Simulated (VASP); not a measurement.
# TiAl3 (Amm2) in VASP: further runs

Runs on TiAl3. Level: LDA. Tasks: single point.

Program: VASP 6.6.1. These are calculated values, not measurements. Logs are shortened: lines on timing, memory, paths and dates and some standing lists are left out, and cuts for length are marked.

**1. The cell of the first run**

Symmetry: Amm2, No. 38, orthorhombic system. The conventional cell has a = 3.911 Å, b = 7.821 Å, c = 7.821 Å, α = 90.00°, β = 90.00°, γ = 90.00°. Within 3.6 Å of Ti (site symmetry m) lie 12 Al at 2.72 to 2.83 Å. Within 3.3 Å of Al (site symmetry mm2) lie 8 Al at 2.51 to 3.02 Å and 4 Ti at 2.83 Å. Within 3.3 Å of Al (site symmetry mm2) lie 8 Al at 2.51 to 3.02 Å and 4 Ti at 2.72 Å. Al (site symmetry m) has 8 Al at 2.51 to 3.02 Å and 4 Ti at 2.77 to 2.78 Å within 3.3 Å. Al (site symmetry mm2) has 8 Al at 2.61 to 2.68 Å and 4 Ti at 2.75 to 2.78 Å within 3.4 Å. Within 3.6 Å of Al (site symmetry mm2) lie 4 Ti at 2.75 to 2.78 Å and 8 Al at 2.86 to 2.93 Å.

**2. Single point, LDA (mode 4 frozen in at -0.079 Å and mode 18 at -0.180 Å (largest displacements))**

INCAR

```
ALGO = Fast
EDIFF = 1E-6
ENCUT = 520
ISIF = 2
ISMEAR = 0
LASPH = True
LCHARG = True
LELF = True
LREAL = False
LVHAR = True
LWAVE = False
NBANDS = 31
NELM = 80
PREC = Accurate
SIGMA = 0.15
```

KPOINTS

```
k-points
0
Gamma
  10 8 8
```

POSCAR

```
TiAl3
1.0
   -3.9105245017      0.0000000000      0.0000000000
    0.0000000000      3.9105245017      3.9105245017
    0.0000000000      3.9105245017     -3.9105245017
Ti Al
2 6
Direct
    0.0000000000      0.4899501972      0.4899501972
    0.0000000000      0.0100498028      0.0100498028
    0.5000000000      0.7269851845      0.7730148155
    0.5000000000      0.2730148155      0.2269851845
    0.5000000000      0.7269851845      0.2269851845
    0.5000000000      0.2730148155      0.7730148155
    0.0000000000      0.5067670287     -0.0067670287
    0.0000000000     -0.0067670287      0.5067670287
```

Potentials or basis: VASP PAW LDA potentials, release 64 (Ti_sv, Al).

The run is started by

```console
cat potpaw_LDA.64/Ti_sv/POTCAR potpaw_LDA.64/Al/POTCAR > POTCAR
mpirun -np 1 vasp_std > vasp.out
```

OUTCAR:

```text
EDIFF = 1E-6
   ENCUT = 520
   ISIF = 2
   ISMEAR = 0
   LASPH = True
   LREAL = False
   NELM = 80
   PREC = Accurate

 ion  position               nearest neighbor table
   1  0.000  0.490  0.490-   4 2.72   4 2.72   8 2.75   7 2.75   5 2.77   5 2.77   6 2.78   6 2.78
                             8 2.78   7 2.78   3 2.83   3 2.83
   2  0.000  0.010  0.010-   4 2.72   4 2.72   8 2.75   7 2.75   6 2.77   6 2.77   5 2.78   5 2.78
                             7 2.78   8 2.78   3 2.83   3 2.83
   3  0.500  0.727  0.773-   5 2.51   6 2.51   7 2.61   7 2.61   1 2.83   1 2.83   2 2.83   2 2.83
                             8 2.86   8 2.86   6 3.02   5 3.02
   4  0.500  0.273  0.227-   5 2.51   6 2.51   7 2.68   7 2.68   1 2.72   1 2.72   2 2.72   2 2.72
                             8 2.93   8 2.93   6 3.02   5 3.02
   5  0.500  0.727  0.227-   3 2.51   4 2.51   7 2.64   7 2.64   1 2.77   1 2.77   2 2.78   2 2.78
                             8 2.90   8 2.90   4 3.02   3 3.02
   6  0.500  0.273  0.773-   3 2.51   4 2.51   7 2.64   7 2.64   2 2.77   2 2.77   1 2.78   1 2.78
                             8 2.90   8 2.90   4 3.02   3 3.02
   7  0.000  0.507  0.993-   3 2.61   3 2.61   6 2.64   5 2.64   5 2.64   6 2.64   4 2.68   4 2.68
                             1 2.75   2 2.75   2 2.78   1 2.78
   8  0.000  0.993  0.507-   1 2.75   2 2.75   2 2.78   1 2.78   3 2.86   3 2.86   5 2.90   6 2.90
                             5 2.90   6 2.90   4 2.93   4 2.93

  LATTYP: Found a simple tetragonal cell.
 ALAT       =     5.5303167863
 C/A-ratio  =     0.7071067812

  Lattice vectors:

 A1 = (   0.0000000000,   3.9105245017,   3.9105245017)
 A2 = (   0.0000000000,   3.9105245017,  -3.9105245017)
 A3 = (  -3.9105245017,   0.0000000000,   0.0000000000)

Analysis of symmetry for initial positions (statically):
=====================================================================
 Subroutine PRICEL returns:
 Original cell was already a primitive cell.

 Routine SETGRP: Setting up the symmetry group for a
 simple tetragonal supercell.

 Subroutine GETGRP returns: Found  4 space group operations
 (whereof  2 operations were pure point group operations)
 out of a pool of 16 trial point group operations.

The static configuration has the point symmetry C_1h.
 The point group associated with its full space group is C_2v.

Analysis of symmetry for dynamics (positions and initial velocities):
=====================================================================
 Subroutine PRICEL returns:
 Original cell was already a primitive cell.

 Routine SETGRP: Setting up the symmetry group for a
 simple tetragonal supercell.

 Subroutine GETGRP returns: Found  4 space group operations
 (whereof  2 operations were pure point group operations)
 out of a pool of 16 trial point group operations.

The dynamic configuration has the point symmetry C_1h.
 The point group associated with its full space group is C_2v.

 Subroutine INISYM returns: Found  4 space group operations
 (whereof  2 operations are pure point group operations),
 and found     1 'primitive' translations

----------------------------------------------------------------------------------------

                                     Primitive cell

  volume of cell :     119.6011

  direct lattice vectors                    reciprocal lattice vectors
    -3.910524502  0.000000000  0.000000000    -0.255720172  0.000000000  0.000000000
     0.000000000  3.910524502  3.910524502     0.000000000  0.127860086  0.127860086
     0.000000000  3.910524502 -3.910524502     0.000000000  0.127860086 -0.127860086

  length of vectors
     3.910524502  5.530316786  5.530316786     0.255720172  0.180821468  0.180821468

  position of ions in fractional coordinates (direct lattice)
     0.000000000  0.489950197  0.489950197
     0.000000000  0.010049803  0.010049803
     0.500000000  0.726985185  0.773014815
     0.500000000  0.273014815  0.226985185
     0.500000000  0.726985185  0.226985185
     0.500000000  0.273014815  0.773014815
     0.000000000  0.506767029  0.993232971
     0.000000000  0.993232971  0.506767029

  ion indices of the primitive-cell ions
   primitive index   ion index
                 1           1
                 2           2
                 3           3
                 4           4
                 5           5
                 6           6
                 7           7
                 8           8

----------------------------------------------------------------------------------------

 KPOINTS: k-points

Automatic generation of k-mesh.
 Grid dimensions read from file:
 generate k-points for:   10    8    8

 Generating k-lattice:

  Cartesian coordinates                     Fractional coordinates (reciprocal lattice)
    -0.025572017  0.000000000  0.000000000     0.100000000  0.000000000  0.000000000
     0.000000000  0.015982511  0.015982511     0.000000000  0.125000000  0.000000000
     0.000000000  0.015982511 -0.015982511     0.000000000  0.000000000  0.125000000

  Length of vectors
     0.025572017  0.022602684  0.022602684

  Shift w.r.t. Gamma in fractional coordinates (k-lattice)
     0.000000000  0.000000000  0.000000000

 Subroutine IBZKPT returns following result:
 ===========================================

 Found    126 irreducible k-points:

 Following reciprocal coordinates:
            Coordinates               Weight
  0.000000  0.000000  0.000000      1.000000
  0.100000  0.000000  0.000000      2.000000
  0.200000  0.000000  0.000000      2.000000
  0.300000  0.000000  0.000000      2.000000
  0.400000  0.000000  0.000000      2.000000
  0.500000  0.000000  0.000000      1.000000
[... 16 lines left out ...]
  0.400000  0.375000  0.000000      8.000000
  0.500000  0.375000  0.000000      4.000000
 [... further k-points ...]
   k-points           NKPTS =    126   k-points in BZ     NKDIM =    126   number of bands    NBANDS=     31
   number of dos      NEDOS =    301   number of ions     NIONS =      8
   total plane-waves  NPLWV =  52920
   dimension x,y,z NGX =    30 NGY =   42 NGZ =   42
   dimension x,y,z NGXF=    60 NGYF=   84 NGZF=   84
   ions per type =               2   6
   NGX,Y,Z   is equivalent  to a cutoff of  12.75, 12.63, 12.63 a.u.
   NGXF,Y,Z  is equivalent  to a cutoff of  25.51, 25.25, 25.25 a.u.
 SYSTEM =  unknown system
   PREC   = accura    normal or accurate (medium, high low for compatibility)
   ISTART =      0    job   : 0-new  1-cont  2-samecut
   ICHARG =      2    charge: 1-file 2-atom 10-const
   ISPIN  =      1    spin polarized calculation?
   LNONCOLLINEAR =      F non collinear calculations
   LSORBIT =      F    spin-orbit coupling
   LASPH  =      T    aspherical Exc in radial PAW
   ENCUT  =  520.0 eV  38.22 Ry    6.18 a.u.   7.27 10.28 10.28*2*pi/ulx,y,z
   NELM   =     80;   NELMIN=  2; NELMDL= -5     # of ELM steps
   EDIFF  = 0.1E-05   stopping-criterion for ELM
   LREAL  =      F    real-space projection
   EDIFFG = 0.1E-04   stopping-criterion for IOM
   NSW    =      0    number of steps for IOM
   IBRION =     -1    ionic relax: 0-MD 1-quasi-New 2-CG
   NFREE  =      0    steps in history (QN), initial steepest desc. (CG)
   ISIF   =      2    stress and relaxation
   ISYM   =      2    0-nonsym 1-usesym 2-fastsym
   POTIM  = 0.5000    time-step for ionic-motion
   TEBEG  =    0.0;   TEEND  =   0.0 temperature during run
   PSTRESS=    0.0 pullay stress
   NELECT =      42.0000    total number of electrons
   NUPDOWN=      -1.0000    fix difference up-down
   EMIN   =  10.00;   EMAX   =-10.00  energy-range for DOS
   EFERMI =   0.00;   METHOD = LEGACY
   ISMEAR =     0;   SIGMA  =   0.15  broadening in eV -4-tet -1-fermi 0-gaus
   EFERMI_NEDOS =   21; number of points for ismear=-14 and -15
   IALGO  =     68    algorithm
   IMIX   =      4    mixing-type and parameters
     AMIX     =   0.40;   BMIX     =  1.00
     AMIX_MAG =   1.60;   BMIX_MAG =  1.00
  volume/ion in A,a.u.               =      14.95       100.89
  Fermi-wavevector in a.u.,A,eV,Ry     =   1.154994  2.182621 18.150311  1.334010
  Thomas-Fermi vector in A             =   2.291626
   LORBIT       =      0    0 simple, 1 ext, 2 COOP (PROOUT), +10 PAW based schemes
   GGA     = CA    functional components
   LHFCALC =     F    Hartree Fock is set to
   AEXX    =    0.0000 exact exchange contribution
   IVDW    =     0    specifies the selected vdW correction
   LEPSILON=     F    determine dielectric tensor
   LRPA    =     F    only Hartree local field effects (RPA)
 non-spin polarized calculation
 RMM-DIIS sequential band-by-band and
 Gauss-broadening in eV      SIGMA  =   0.15
  energy-cutoff  :      520.00
  volume of cell :      119.60
 maximum number of plane-waves:      3262
 NGX is ok and might be reduce to    30
   NGX = 15   NGY = 21   NGZ = 21

 number of electron      41.9999993 magnetization

 Free energy of the ion-electron system (eV)
  ---------------------------------------------------
  ext. energy  EPLUGINS =         0.00000000
  ---------------------------------------------------
  free energy    TOTEN  =       -44.75776918 eV

  energy without entropy =      -44.71389301  energy(sigma->0) =      -44.73583109

 E-fermi :   9.1850     XC(G=0): -11.1498

 val. band max:        9.1849768467   @ k =   0.0000   0.2500   0.1250
 cond. band min:       9.1889641976   @ k =   0.2000   0.2500   0.1250
 fundamental gap:      0.0039873509
 Fermi energy:         9.1850351942

 k-point     1 :       0.0000    0.0000    0.0000
  band No.  band energies     occupation
      1     -46.9543      2.00000
      2     -46.9520      2.00000
      3     -23.6729      2.00000
      4     -23.6692      2.00000
      5     -23.6617      2.00000
      6     -23.6581      2.00000
[... 23 lines left out ...]
     30      12.8734      0.00000
     31      14.1674      0.00000

 k-point     2 :       0.1000    0.0000    0.0000
  band No.  band energies     occupation
      1     -46.9542      2.00000
      2     -46.9519      2.00000
      3     -23.6726      2.00000
      4     -23.6690      2.00000
      5     -23.6641      2.00000
      6     -23.6602      2.00000
[... 23 lines left out ...]
     30      12.7422      0.00000
     31      13.1301      0.00000

 k-point     3 :       0.2000    0.0000    0.0000
  band No.  band energies     occupation
      1     -46.9539      2.00000
      2     -46.9517      2.00000
      3     -23.6719      2.00000
      4     -23.6703      2.00000
      5     -23.6682      2.00000
      6     -23.6656      2.00000
[... 23 lines left out ...]
     30      12.4412      0.00000
     31      12.5209      0.00000

 k-point     4 :       0.3000    0.0000    0.0000
  band No.  band energies     occupation
      1     -46.9536      2.00000
      2     -46.9514      2.00000
      3     -23.6780      2.00000
      4     -23.6724      2.00000
      5     -23.6710      2.00000
      6     -23.6673      2.00000
[... 23 lines left out ...]
     30      12.0206      0.00000
     31      12.2820      0.00000

 k-point     5 :       0.4000    0.0000    0.0000
  band No.  band energies     occupation
      1     -46.9533      2.00000
      2     -46.9512      2.00000
      3     -23.6841      2.00000
      4     -23.6778      2.00000
      5     -23.6702      2.00000
      6     -23.6666      2.00000
[... 23 lines left out ...]
     30      12.0991      0.00000
     31      12.1759      0.00000
[... 542 lines left out ...]
     30      12.7122      0.00000
     31      13.2126      0.00000

 k-point    22 :       0.3000    0.3750    0.0000
  band No.  band energies     occupation
      1     -46.9530      2.00000
      2     -46.9520      2.00000
      3     -23.6764      2.00000
      4     -23.6739      2.00000
      5     -23.6670      2.00000
      6     -23.6633      2.00000
[... 23 lines left out ...]
     30      12.2998      0.00000
     31      12.7923      0.00000

 k-point    23 :       0.4000    0.3750    0.0000
  band No.  band energies     occupation
      1     -46.9527      2.00000
      2     -46.9517      2.00000
      3     -23.6823      2.00000
      4     -23.6796      2.00000
      5     -23.6663      2.00000
      6     -23.6627      2.00000
[... 23 lines left out ...]
     30      12.1822      0.00000
     31      12.6023      0.00000

 k-point    24 :       0.5000    0.3750    0.0000
  band No.  band energies     occupation
      1     -46.9526      2.00000
      2     -46.9516      2.00000
      3     -23.6846      2.00000
      4     -23.6817      2.00000
      5     -23.6661      2.00000
      6     -23.6624      2.00000
[... 23 lines left out ...]
     30      12.0739      0.00000
     31      12.3297      0.00000

 [... further k-points ...]
[... 5 lines left out ...]
  --------------------------------------------------------------------------------------
  -------------------------------------------------------------------------------------
  Total        1.0880675      2.8288131      2.4319521      0.0000000      0.0000000      0.0000000
  in kB       14.5757658     37.8948157     32.5784617      0.0000000      0.0000000      0.0000000
  external PRESSURE =      28.3496811 kB  Pullay stress =       0.0000000 kB

 VOLUME and BASIS-vectors are now :
 -----------------------------------------------------------------------------
  energy-cutoff  :      520.00
  volume of cell :      119.60
      direct lattice vectors                 reciprocal lattice vectors
    -3.910524502  0.000000000  0.000000000    -0.255720172  0.000000000  0.000000000
     0.000000000  3.910524502  3.910524502     0.000000000  0.127860086  0.127860086
     0.000000000  3.910524502 -3.910524502     0.000000000  0.127860086 -0.127860086

 POSITION                                       TOTAL-FORCE (eV/Angst)
 -----------------------------------------------------------------------------------
      0.00000      3.83192      0.00000         0.000000      0.458380     -0.060073
      0.00000      0.07860      0.00000         0.000000     -0.458380     -0.060073
     -1.95526      5.86579     -0.18000         0.000000      0.000000      1.905706
     -1.95526      1.95526      0.18000         0.000000      0.000000     -1.751057
     -1.95526      3.73052      1.95526         0.000000      1.825072      0.028089
     -1.95526      4.09052     -1.95526         0.000000     -1.825072      0.028089
      0.00000      5.86579     -1.90234         0.000000      0.000000     -0.211136
      0.00000      5.86579      1.90234         0.000000      0.000000      0.120453
 -----------------------------------------------------------------------------------
    total drift:                               -0.000000     -0.000000      0.000391

  FREE ENERGIE OF THE ION-ELECTRON SYSTEM (eV)
  ---------------------------------------------------
  free  energy   TOTEN  =       -44.7577691806 eV

  energy  without entropy=      -44.7138930069  energy(sigma->0) =      -44.73583109
```

Wall time 8.5 min (1 thread of Intel Xeon 6975P-C (Granite Rapids), shared host); peak memory 0.46 GiB.

What came out:

```
Free energy            : -44.7578 eV
Pressure               : 2.8 GPa
Largest force          : 1.906 eV/Å
Band gap on the k mesh : zero (band 21 reaches 9.49 eV, above the bottom of band 22 at 8.96 eV)
```

Forces in eV/Å, atoms in the order of the input:
```
Ti   0.000  0.458 -0.060
Ti   0.000 -0.458 -0.060
Al   0.000  0.000  1.906
Al   0.000  0.000 -1.751
Al   0.000  1.825  0.028
Al   0.000 -1.825  0.028
Al   0.000  0.000 -0.211
Al   0.000  0.000  0.120
```

Stress tensor (GPa, compression positive):
```
1.46 0.00 0.00
0.00 3.79 0.00
0.00 0.00 3.26
```

Levels at points of the mesh, in eV from the Fermi level:
| k point | band 18 | band 19 | band 20 | band 21 | band 22 | band 23 | band 24 | band 25 |
| --- | --- | --- | --- | --- | --- | --- | --- | --- |
| (0.00, 0.00, 0.00) | -2.02 | -1.28 | -1.27 | -0.11 | 0.21 | 0.22 | 0.25 | 0.96 |
| (0.50, 0.00, 0.00) | -2.17 | -2.16 | -2.14 | 0.15 | 0.54 | 0.81 | 0.89 | 1.01 |
| (0.00, 0.50, 0.00) | -1.54 | -0.86 | -0.76 | -0.35 | 0.05 | 0.14 | 0.61 | 1.43 |
| (0.50, 0.50, 0.00) | -2.76 | -2.58 | -2.17 | -0.99 | -0.02 | 1.07 | 1.11 | 1.18 |
| (0.00, 0.50, 0.50) | -1.77 | 0.07 | 0.24 | 0.31 | 0.57 | 0.81 | 0.88 | 0.89 |
| (0.50, 0.50, 0.50) | -1.25 | -1.22 | -0.82 | 0.01 | 0.95 | 0.95 | 1.08 | 1.18 |

Caveat: the cell differs from its parent crystal (mode 4 frozen in at -0.079 Å and mode 18 at -0.180 Å (largest displacements)); forces of over 1 eV/Å act on the atoms, so gaps and moduli don't describe the material at rest.

**3. Single point, LDA (mode 4 frozen in at -0.131 Å and mode 18 at -0.180 Å (largest displacements))**

INCAR

```
PREC     = Accurate       # precision mode
ENCUT    = 520            # plane-wave cutoff, eV
EDIFF    = 1E-6           # SCF threshold, eV
ISMEAR   = 0              # smearing method
SIGMA    = 0.15           # smearing width, eV
LREAL    = F              # projectors in reciprocal space
LASPH    = T              # aspherical terms in the spheres
NELM     = 80             # most SCF steps
ALGO     = Fast           # electronic algorithm
ISIF     = 2              # what is computed and relaxed
LWAVE    = F              # write WAVECAR
LCHARG   = F              # write CHGCAR
GGA      = CA             # functional
NBANDS   = 31             # bands
```

KPOINTS

```
Automatic mesh
0
Gamma
  10 8 8
```

POSCAR

```
TiAl3
1.0
   -3.9105245017      0.0000000000      0.0000000000
    0.0000000000      3.9105245017      3.9105245017
    0.0000000000      3.9105245017     -3.9105245017
Ti Al
2 6
Direct
    0.0000000000      0.4832503287      0.4832503287
    0.0000000000      0.0167496713      0.0167496713
    0.5000000000      0.7269851845      0.7730148155
    0.5000000000      0.2730148155      0.2269851845
    0.5000000000      0.7269851845      0.2269851845
    0.5000000000      0.2730148155      0.7730148155
    0.0000000000      0.5112783812     -0.0112783812
    0.0000000000     -0.0112783812      0.5112783812
```

Potentials or basis: VASP PAW LDA potentials, release 64 (Ti_sv, Al).

The run is started by

```console
cat potpaw_LDA.64/Ti_sv/POTCAR potpaw_LDA.64/Al/POTCAR > POTCAR
mpirun -np 1 vasp_std > vasp.out
```

It took 8.6 min on 1 thread of Intel Xeon 6975P-C (Granite Rapids), shared host; peak memory 0.45 GiB.

It converged, with:

* Free energy: -44.6795 eV
* Pressure: 3.1 GPa
* Largest force: 1.977 eV/Å
* Band gap on the k mesh: zero (band 21 reaches 9.48 eV, above the bottom of band 22 at 8.97 eV)

Forces in eV/Å, atoms in the order of the input:
```
Ti   0.000  0.748 -0.104
Ti   0.000 -0.748 -0.104
Al   0.000  0.000  1.977
Al   0.000  0.000 -1.716
Al   0.000  1.838  0.049
Al   0.000 -1.838  0.049
Al   0.000  0.000 -0.329
Al   0.000  0.000  0.178
```

Stress tensor (GPa, compression positive):
```
1.74 0.00 0.00
0.00 4.52 0.00
0.00 0.00 3.08
```

Levels at points of the mesh, in eV from the Fermi level:
| k point | band 18 | band 19 | band 20 | band 21 | band 22 | band 23 | band 24 | band 25 |
| --- | --- | --- | --- | --- | --- | --- | --- | --- |
| (0.00, 0.00, 0.00) | -2.01 | -1.28 | -1.25 | -0.11 | 0.20 | 0.25 | 0.28 | 0.97 |
| (0.50, 0.00, 0.00) | -2.15 | -2.13 | -2.08 | 0.09 | 0.48 | 0.80 | 0.90 | 1.01 |
| (0.00, 0.50, 0.00) | -1.52 | -0.86 | -0.74 | -0.33 | -0.02 | 0.16 | 0.70 | 1.43 |
| (0.50, 0.50, 0.00) | -2.73 | -2.56 | -2.14 | -1.00 | 0.02 | 1.02 | 1.09 | 1.13 |
| (0.00, 0.50, 0.50) | -1.76 | -0.01 | 0.23 | 0.31 | 0.54 | 0.75 | 0.80 | 0.97 |
| (0.50, 0.50, 0.50) | -1.24 | -1.17 | -0.79 | -0.01 | 0.94 | 0.94 | 0.98 | 1.16 |

Caveat: the cell differs from its parent crystal (mode 4 frozen in at -0.131 Å and mode 18 at -0.180 Å (largest displacements)); forces of over 1 eV/Å act on the atoms, so gaps and moduli don't describe the material at rest.
